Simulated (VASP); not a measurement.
# Sn (C2/c) in VASP: a series of runs

Sn is run at these levels: LDA; tasks: single point.

Everything below comes from runs of VASP 6.6.1. Logs are shortened: lines on timing, memory, paths and dates and some standing lists are left out, and cuts for length are marked.

### Step 1. The cell of the first run

The typed cell holds 2 atoms: a = 4.387 Å, b = 4.387 Å, c = 4.384 Å, α = 97.23°, β = 97.23°, γ = 138.40°.

### Step 2. Single point, LDA

INCAR

```
ALGO = Normal
EDIFF = 1E-6
ENCUT = 520
GGA = CA
ISIF = 2
ISMEAR = 1
LASPH = True
LCHARG = False
LREAL = False
LWAVE = False
NBANDS = 21
NELM = 100
PREC = Accurate
SIGMA = 0.6
```

KPOINTS

```
k-points
0
Gamma
  11 11 8
```

POSCAR

```
Sn
1.0
   -2.8994216605      2.9008009606      1.5581694818
    2.9008009606     -2.8994216605      1.5581694818
    2.8985835788      2.8985835788     -1.5556411493
Sn
2
Direct
    0.0000164062      0.9999835938      0.0000000000
    0.7499835938      0.2500164062      0.5000000000
```

Potentials or basis: VASP PAW LDA potentials, release 64 (Sn_d).

Started as:

```
> cat potpaw_LDA.64/Sn_d/POTCAR > POTCAR
> mpirun -np 1 vasp_std > vasp.out
```

OUTCAR:

```text
EDIFF = 1E-6
   ENCUT = 520
   GGA = CA
   ISIF = 2
   ISMEAR = 1
   LASPH = True
   LREAL = False
   NELM = 100
   PREC = Accurate

 ion  position               nearest neighbor table
   1  0.000  1.000  0.000-   2 3.00   2 3.00   2 3.00   2 3.00   2 3.72   2 3.72   2 3.73   2 3.73

   2  0.750  0.250  0.500-   1 3.00   1 3.00   1 3.00   1 3.00   1 3.72   1 3.72   1 3.73   1 3.73

  LATTYP: Found a base centered monoclinic cell.
 ALAT       =     3.1163395741
 B/A-ratio  =     2.6321757628
 C/A-ratio  =     1.4069300504
 COS(beta)  =    -0.3542216887

  Lattice vectors:

 A1 = (  -2.8994216605,   2.9008009606,   1.5581694818)
 A2 = (   2.9008009606,  -2.8994216605,   1.5581694818)
 A3 = (   2.8985835788,   2.8985835788,  -1.5556411493)

Analysis of symmetry for initial positions (statically):
=====================================================================
 Subroutine PRICEL returns:
 Original cell was already a primitive cell.

 Routine SETGRP: Setting up the symmetry group for a
 base centered monoclinic supercell.

 Subroutine GETGRP returns: Found  4 space group operations
 (whereof  2 operations were pure point group operations)
 out of a pool of  4 trial point group operations.

The static configuration has the point symmetry C_2 .
 The point group associated with its full space group is C_2h.

Analysis of symmetry for dynamics (positions and initial velocities):
=====================================================================
 Subroutine PRICEL returns:
 Original cell was already a primitive cell.

 Routine SETGRP: Setting up the symmetry group for a
 base centered monoclinic supercell.

 Subroutine GETGRP returns: Found  4 space group operations
 (whereof  2 operations were pure point group operations)
 out of a pool of  4 trial point group operations.

The dynamic configuration has the point symmetry C_2 .
 The point group associated with its full space group is C_2h.

 Subroutine INISYM returns: Found  4 space group operations
 (whereof  2 operations are pure point group operations),
 and found     1 'primitive' translations

----------------------------------------------------------------------------------------

                                     Primitive cell

  volume of cell :      52.4057

  direct lattice vectors                    reciprocal lattice vectors
    -2.899421660  2.900800961  1.558169482    -0.000114965  0.172292210  0.320813149
     2.900800961 -2.899421660  1.558169482     0.172292210 -0.000114965  0.320813149
     2.898583579  2.898583579 -1.555641149     0.172457079  0.172457079 -0.000152660

  length of vectors
     4.387389236  4.387389236  4.384471794     0.364150649  0.364150649  0.243891188

  position of ions in fractional coordinates (direct lattice)
     0.000016406  0.999983594  1.000000000
     0.749983594  0.250016406  0.500000000

  ion indices of the primitive-cell ions
   primitive index   ion index
                 1           1
                 2           2

----------------------------------------------------------------------------------------

 KPOINTS: k-points

Automatic generation of k-mesh.
 Grid dimensions read from file:
 generate k-points for:   11   11    8

 Generating k-lattice:

  Cartesian coordinates                     Fractional coordinates (reciprocal lattice)
    -0.000010451  0.015662928  0.029164832     0.090909091 -0.000000000  0.000000000
     0.015662928 -0.000010451  0.029164832    -0.000000000  0.090909091  0.000000000
     0.021557135  0.021557135 -0.000019082    -0.000000000 -0.000000000  0.125000000

  Length of vectors
     0.033104604  0.033104604  0.030486399

  Shift w.r.t. Gamma in fractional coordinates (k-lattice)
     0.000000000  0.000000000  0.000000000

 Subroutine IBZKPT returns following result:
 ===========================================

 Found    270 irreducible k-points:

 Following reciprocal coordinates:
            Coordinates               Weight
  0.000000  0.000000  0.000000      1.000000
  0.090909  0.000000 -0.000000      4.000000
  0.181818  0.000000  0.000000      4.000000
  0.272727  0.000000  0.000000      4.000000
  0.363636  0.000000 -0.000000      4.000000
  0.454545 -0.000000  0.000000      4.000000
[... 16 lines left out ...]
 -0.272727  0.181818  0.000000      4.000000
 -0.181818  0.181818  0.000000      2.000000
 [... further k-points ...]
   k-points           NKPTS =    270   k-points in BZ     NKDIM =    270   number of bands    NBANDS=     21
   number of dos      NEDOS =    301   number of ions     NIONS =      2
   total plane-waves  NPLWV =  46656
   dimension x,y,z NGX =    36 NGY =   36 NGZ =   36
   dimension x,y,z NGXF=    72 NGYF=   72 NGZF=   72
   ions per type =               2
   NGX,Y,Z   is equivalent  to a cutoff of  13.64, 13.64, 13.65 a.u.
   NGXF,Y,Z  is equivalent  to a cutoff of  27.28, 27.28, 27.30 a.u.
 SYSTEM =  unknown system
   PREC   = accura    normal or accurate (medium, high low for compatibility)
   ISTART =      0    job   : 0-new  1-cont  2-samecut
   ICHARG =      2    charge: 1-file 2-atom 10-const
   ISPIN  =      1    spin polarized calculation?
   LNONCOLLINEAR =      F non collinear calculations
   LSORBIT =      F    spin-orbit coupling
   LASPH  =      T    aspherical Exc in radial PAW
   ENCUT  =  520.0 eV  38.22 Ry    6.18 a.u.   8.16  8.16  8.15*2*pi/ulx,y,z
   NELM   =    100;   NELMIN=  2; NELMDL= -5     # of ELM steps
   EDIFF  = 0.1E-05   stopping-criterion for ELM
   LREAL  =      F    real-space projection
[... 7 lines left out ...]
   TEBEG  =    0.0;   TEEND  =   0.0 temperature during run
   PSTRESS=    0.0 pullay stress
   NELECT =      28.0000    total number of electrons
   NUPDOWN=      -1.0000    fix difference up-down
   EMIN   =  10.00;   EMAX   =-10.00  energy-range for DOS
   EFERMI =   0.00;   METHOD = LEGACY
   ISMEAR =     1;   SIGMA  =   0.60  broadening in eV -4-tet -1-fermi 0-gaus
   EFERMI_NEDOS =   21; number of points for ismear=-14 and -15
   IALGO  =     38    algorithm
   IMIX   =      4    mixing-type and parameters
     AMIX     =   0.40;   BMIX     =  1.00
     AMIX_MAG =   1.60;   BMIX_MAG =  1.00
  volume/ion in A,a.u.               =      26.20       176.83
  Fermi-wavevector in a.u.,A,eV,Ry     =   1.328418  2.510346 24.010122  1.764694
  Thomas-Fermi vector in A             =   2.457657
   LORBIT       =      0    0 simple, 1 ext, 2 COOP (PROOUT), +10 PAW based schemes
   GGA     = CA    functional components
   LHFCALC =     F    Hartree Fock is set to
   AEXX    =    0.0000 exact exchange contribution
   IVDW    =     0    specifies the selected vdW correction
   LEPSILON=     F    determine dielectric tensor
   LRPA    =     F    only Hartree local field effects (RPA)
 non-spin polarized calculation
 Methfessel and Paxton  Order N= 1 SIGMA  =   0.60
  energy-cutoff  :      520.00
  volume of cell :       52.41
 maximum number of plane-waves:      1425
 NGX is ok and might be reduce to    36
   NGX = 17   NGY = 17   NGZ = 17

 number of electron      28.0000007 magnetization

 Free energy of the ion-electron system (eV)
  ---------------------------------------------------
  ext. energy  EPLUGINS =         0.00000000
  ---------------------------------------------------
  free energy    TOTEN  =        -8.98268016 eV

  energy without entropy =       -8.99081747  energy(sigma->0) =       -8.98539259

 E-fermi :   8.1117     XC(G=0): -10.7123

 val. band max:        8.1090890381   @ k =   0.4545   0.2727   0.1250
 cond. band min:       8.1230085030   @ k =   0.0909   0.0909   0.5000
 fundamental gap:      0.0139194649
 Fermi energy:         8.1116984673

 k-point     1 :       0.0000    0.0000    0.0000
  band No.  band energies     occupation
      1     -13.4616      2.00000
      2     -13.3819      2.00000
      3     -13.3238      2.00000
      4     -13.3235      2.00000
      5     -13.1346      2.00000
      6     -13.1343      2.00000
[... 13 lines left out ...]
     20      18.1176     -0.00000
     21      18.8431     -0.00000

 k-point     2 :       0.0909    0.0000   -0.0000
  band No.  band energies     occupation
      1     -13.4558      2.00000
      2     -13.3615      2.00000
      3     -13.3170      2.00000
      4     -13.2995      2.00000
      5     -13.1492      2.00000
      6     -13.1470      2.00000
[... 13 lines left out ...]
     20      17.6932     -0.00000
     21      17.7460     -0.00000

 k-point     3 :       0.1818    0.0000    0.0000
  band No.  band energies     occupation
      1     -13.4385      2.00000
      2     -13.3106      2.00000
      3     -13.2986      2.00000
      4     -13.2461      2.00000
      5     -13.1797      2.00000
      6     -13.1587      2.00000
[... 13 lines left out ...]
     20      16.3019     -0.00000
     21      16.6532     -0.00000

 k-point     4 :       0.2727    0.0000    0.0000
  band No.  band energies     occupation
      1     -13.4149      2.00000
      2     -13.2766      2.00000
      3     -13.2658      2.00000
      4     -13.2284      2.00000
      5     -13.2113      2.00000
      6     -13.1617      2.00000
[... 13 lines left out ...]
     20      15.3359     -0.00000
     21      17.0325     -0.00000

 k-point     5 :       0.3636    0.0000   -0.0000
  band No.  band energies     occupation
      1     -13.3940      2.00000
      2     -13.2732      2.00000
      3     -13.2648      2.00000
      4     -13.2454      2.00000
      5     -13.2184      2.00000
      6     -13.1834      2.00000
[... 13 lines left out ...]
     20      15.3005     -0.00000
     21      18.0725     -0.00000

 k-point     6 :       0.4545   -0.0000    0.0000
  band No.  band energies     occupation
      1     -13.3801      2.00000
      2     -13.2951      2.00000
      3     -13.2847      2.00000
      4     -13.2380      2.00000
      5     -13.2054      2.00000
      6     -13.1967      2.00000
[... 13 lines left out ...]
     20      17.2682     -0.00000
     21      18.3937     -0.00000

 k-point     7 :       0.0909    0.0909   -0.0000
  band No.  band energies     occupation
      1     -13.4449      2.00000
      2     -13.3083      2.00000
      3     -13.3039      2.00000
      4     -13.2374      2.00000
      5     -13.1775      2.00000
      6     -13.1718      2.00000
[... 13 lines left out ...]
     20      16.1899     -0.00000
     21      16.3650     -0.00000
[... 291 lines left out ...]
      1     -13.3703      2.00000
      2     -13.2971      2.00000
      3     -13.2717      2.00000
      4     -13.2247      2.00000
      5     -13.2082      2.00000
      6     -13.1695      2.00000
[... 13 lines left out ...]
     20      16.8179     -0.00000
     21      17.5326     -0.00000

 k-point    21 :      -0.4545    0.1818    0.0000
  band No.  band energies     occupation
      1     -13.3737      2.00000
      2     -13.2833      2.00000
      3     -13.2738      2.00000
      4     -13.2380      2.00000
      5     -13.2001      2.00000
      6     -13.1682      2.00000
[... 13 lines left out ...]
     20      16.5592     -0.00000
     21      17.1977     -0.00000

 k-point    22 :      -0.3636    0.1818    0.0000
  band No.  band energies     occupation
      1     -13.3916      2.00000
      2     -13.3205      2.00000
      3     -13.2866      2.00000
      4     -13.2569      2.00000
      5     -13.1883      2.00000
      6     -13.1511      2.00000
[... 13 lines left out ...]
     20      16.8599     -0.00000
     21      17.9738     -0.00000

 k-point    23 :      -0.2727    0.1818    0.0000
  band No.  band energies     occupation
      1     -13.4135      2.00000
      2     -13.3669      2.00000
      3     -13.3238      2.00000
      4     -13.2814      2.00000
      5     -13.1645      2.00000
      6     -13.1292      2.00000
[... 13 lines left out ...]
     20      18.4068     -0.00000
     21      19.0272     -0.00000

 k-point    24 :      -0.1818    0.1818    0.0000
  band No.  band energies     occupation
      1     -13.4314      2.00000
      2     -13.3854      2.00000
      3     -13.3387      2.00000
      4     -13.2987      2.00000
      5     -13.1496      2.00000
      6     -13.1218      2.00000
[... 13 lines left out ...]
     20      18.7256     -0.00000
     21      18.9382     -0.00000

 [... further k-points ...]
[... 5 lines left out ...]
  --------------------------------------------------------------------------------------
  -------------------------------------------------------------------------------------
  Total       -0.0384120     -0.0384120      0.0042441      0.0041446     -0.0034424     -0.0034425
  in kB       -1.1743553     -1.1743553      0.1297520      0.1267100     -0.1052446     -0.1052452
  external PRESSURE =      -0.7396529 kB  Pullay stress =       0.0000000 kB

 VOLUME and BASIS-vectors are now :
 -----------------------------------------------------------------------------
  energy-cutoff  :      520.00
  volume of cell :       52.41
      direct lattice vectors                 reciprocal lattice vectors
    -2.899421660  2.900800961  1.558169482    -0.000114965  0.172292210  0.320813149
     2.900800961 -2.899421660  1.558169482     0.172292210 -0.000114965  0.320813149
     2.898583579  2.898583579 -1.555641149     0.172457079  0.172457079 -0.000152660

 POSITION                                       TOTAL-FORCE (eV/Angst)
 -----------------------------------------------------------------------------------
      2.90071     -2.89933      1.55817         0.000314     -0.000314      0.000000
      0.00002      2.89994      0.78035        -0.000314      0.000314     -0.000000
 -----------------------------------------------------------------------------------
    total drift:                               -0.000000     -0.000000     -0.000000

  FREE ENERGIE OF THE ION-ELECTRON SYSTEM (eV)
  ---------------------------------------------------
  free  energy   TOTEN  =        -8.9826801575 eV

  energy  without entropy=       -8.9908174654  energy(sigma->0) =       -8.98539259
```

Wall time 2.6 min (1 thread of AMD EPYC 9R45 (Zen 5), shared host); peak memory 0.31 GiB.

What came out:

```yaml
Free_energy: -8.9827 eV
Pressure: -0.1 GPa
Band_gap_on_the_k_mesh: zero (bands 14 and 15 overlap by 3.81 eV)
```

Stress tensor (GPa, compression positive):
```
-0.12  0.01 -0.01
 0.01 -0.12 -0.01
-0.01 -0.01  0.01
```

Levels at points of the mesh, in eV from the Fermi level:
| k point | band 11 | band 12 | band 13 | band 14 | band 15 | band 16 | band 17 | band 18 |
| --- | --- | --- | --- | --- | --- | --- | --- | --- |
| (0.00, 0.00, 0.00) | -11.39 | -3.74 | -2.09 | -2.09 | 3.00 | 6.25 | 6.25 | 7.25 |
| (0.00, 0.00, 0.50) | -9.10 | -9.10 | 0.55 | 0.55 | 1.55 | 1.55 | 6.37 | 6.37 |

Caveat: so wide a smearing shifts energies and pressures; spin-orbit coupling is left out, which moves the levels of the heavy elements.

### Step 3. Single point, LDA

INCAR

```
PREC = Accurate
ENCUT = 520
EDIFF = 1E-7
ISMEAR = 1
SIGMA = 1.0
LREAL = F
LASPH = T
NELM = 100
ALGO = Normal
ISIF = 2
LWAVE = F
LCHARG = T
GGA = CA
LELF = T
LVHAR = T
NBANDS = 21
```

KPOINTS

```
Automatic mesh
0
Gamma
  11 11 8
```

POSCAR is that of step 2.

Potentials or basis: VASP PAW LDA potentials, release 64 (Sn_d).

Started as:

```
> cat potpaw_LDA.64/Sn_d/POTCAR > POTCAR
> mpirun -np 1 vasp_std > vasp.out
```

It took 3 min on 1 thread of AMD EPYC 9R45 (Zen 5), shared host; peak memory 0.31 GiB.

It converged, with:

```yaml
Free_energy: -8.9752 eV
Pressure: -0.1 GPa
Band_gap_on_the_k_mesh: zero (bands 14 and 15 overlap by 3.81 eV)
```

Stress tensor (GPa, compression positive):
```
-0.15  0.01 -0.02
 0.01 -0.15 -0.02
-0.02 -0.02 -0.05
```

Levels at points of the mesh, in eV from the Fermi level:
```csv
k point,band 10,band 11,band 12,band 13,band 14,band 15,band 16,band 17,band 18,band 19
"(0.00, 0.00, 0.00)",-21.04,-11.40,-3.75,-2.10,-2.10,3.00,6.24,6.24,7.24,7.34
"(0.00, 0.00, 0.50)",-21.17,-9.11,-9.11,0.54,0.54,1.54,1.54,6.36,6.36,10.07
```

Caveat: so wide a smearing shifts energies and pressures; spin-orbit coupling is left out, which moves the levels of the heavy elements.

(Part 1 of 2 ends here.)
